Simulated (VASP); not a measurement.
Runs of VASP 6.6.1 on Hf. The structure is that of space group Fd-3m (No. 227), or close to it. The cells are those of the table. 

| task | cell | k mesh | cutoff (eV) | gap on the mesh (eV) | pressure (GPa) | relaxed volume (Å³/atom) |
| --- | --- | --- | --- | --- | --- | --- |
| single point | a = 4.646 Å, angles 60.0°, 2 atoms | 6 × 6 × 6 | 500 | none | -0.1 | - |
| single point | a = 4.159 Å, angles 60.0°, 2 atoms | 6 × 6 × 6 | 500 | none | (a) | - |
| relaxation of cell and atoms | relaxed from a = 4.159 Å, angles 60.0°, 2 atoms | 6 × 6 × 6 | 500 | none | -0.1 | 35.39 |
| relaxation of cell and atoms | relaxed from a = 4.646 Å, angles 60.0°, 2 atoms | 14 × 14 × 14 | 600 | none | 0.0 | 34.90 |
| single point | a = 4.629 Å, angles 60.0°, 2 atoms | 14 × 14 × 14 | 520 | none | -0.2 | - |

Alike in all rows: level PBE; potentials or basis VASP PAW PBE potentials, release 64 (Hf_pv); no spin polarisation; smearing gaussian 0.1 eV.

Problem. Estimate the missing entries.

Solution. (a) 13.1.

Caveats: spin-orbit coupling is left out, which moves the levels of the heavy elements; the volume moved by over 15 % at a fixed basis, so the end points are rough (some runs).

A k mesh can miss the band edges, and the runs leave out spin-orbit coupling on Hf.

A gap of «none» marks levels without a gap at the run's occupations.
